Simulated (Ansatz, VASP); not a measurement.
## One calculation of NaH, two programs

The input POSCAR:

```
NaH
1.0
    2.9551240000      0.0000000000      0.0000000000
    0.0000000000      2.9551240000      0.0000000000
    0.0000000000      0.0000000000      2.9551240000
Na H
1 1
Direct
    0.0000000000      0.0000000000      0.0000000000
    0.5000000000      0.5000000000      0.5000000000
```

INCAR.step1

```
SYSTEM = NaH
ALGO     = Normal         ! electronic algorithm
EDIFF    = 1E-5           ! SCF threshold, eV
ENCUT    = 440            ! plane-wave cutoff, eV
GGA      = PE             ! functional
GGA_COMPAT= .FALSE.      
ISIF     = 2              ! what is computed and relaxed
ISMEAR   = 0              ! smearing method
LASPH    = .TRUE.         ! aspherical terms in the spheres
LCHARG   = .FALSE.        ! write CHGCAR
LREAL    = .FALSE.        ! projectors in reciprocal space
LWAVE    = .TRUE.         ! write WAVECAR
NBANDS   = 11             ! bands
NELM     = 120            ! most SCF steps
PREC     = Accurate       ! precision mode
SIGMA    = 0.01           ! smearing width, eV
```

Contents of INCAR.step2:

```
SYSTEM = NaH
AEXX     = 0.1            ! exact-exchange fraction
ALGO     = Normal         ! electronic algorithm
EDIFF    = 1E-6           ! SCF threshold, eV
ENCUT    = 440            ! plane-wave cutoff, eV
GGA_COMPAT= .FALSE.      
ISIF     = 2              ! what is computed and relaxed
ISMEAR   = 0              ! smearing method
ISTART   = 1            
LASPH    = .TRUE.         ! aspherical terms in the spheres
LCHARG   = .FALSE.        ! write CHGCAR
LHFCALC  = .TRUE.         ! exact exchange
LMIXTAU  = .TRUE.       
LREAL    = .FALSE.        ! projectors in reciprocal space
LWAVE    = .FALSE.        ! write WAVECAR
METAGGA  = R2SCAN         ! meta-GGA
NBANDS   = 11             ! bands
NELM     = 120            ! most SCF steps
PREC     = Accurate       ! precision mode
PRECFOCK = Normal       
SIGMA    = 0.01           ! smearing width, eV
```

Contents of KPOINTS:

```
k-points
0
G
  2 2 2
  0 0 0
```

Input for Ansatz:

```yaml
crystal:
  lattice:
    - [2.955124, 0.0, 0.0]
    - [0.0, 2.955124, 0.0]
    - [0.0, 0.0, 2.955124]
  atoms:
    - { symbol: Na, position: [0.0, 0.0, 0.0] }
    - { symbol: H, position: [0.5, 0.5, 0.5] }
accuracy: high
kpoints:
  mp_grid:
    grid: [2, 2, 2]
hamiltonian:
  xc: r2scanh
scf:
  n_extra_bands: 16
  occupations:
    method: fixed
  eigensolver:
    kind: auto
output:
  eigenvalues: true
```

Alike in both runs: task single point; functional r2SCANh; k mesh 2 × 2 × 2; no spin polarisation.

|  | VASP | Ansatz |
| --- | --- | --- |
| version | VASP 6.6.1 | Ansatz 0.2.0 |
| potentials or method | VASP PAW PBE potentials, release 64 (Na_pv, H) | plane waves, PAW |
| plane-wave cutoff (eV) | 440 | 500 |
| occupations | gaussian, width 0.01 eV | fixed |
| valence electrons in the cell | 8 | 10 |

|  | VASP | Ansatz | Ansatz less VASP |
| --- | --- | --- | --- |
| gap on the k mesh at the Fermi level (eV) | 2.03 | 1.94 | -0.087 |

VASP's potentials were made for PBE, not for r2SCANh. VASP's potentials hold 8 valence electrons a cell and Ansatz's 10, so a difference there can come from the potentials and not from the codes.

The k mesh is coarse, so the values compare programs but aren't converged.
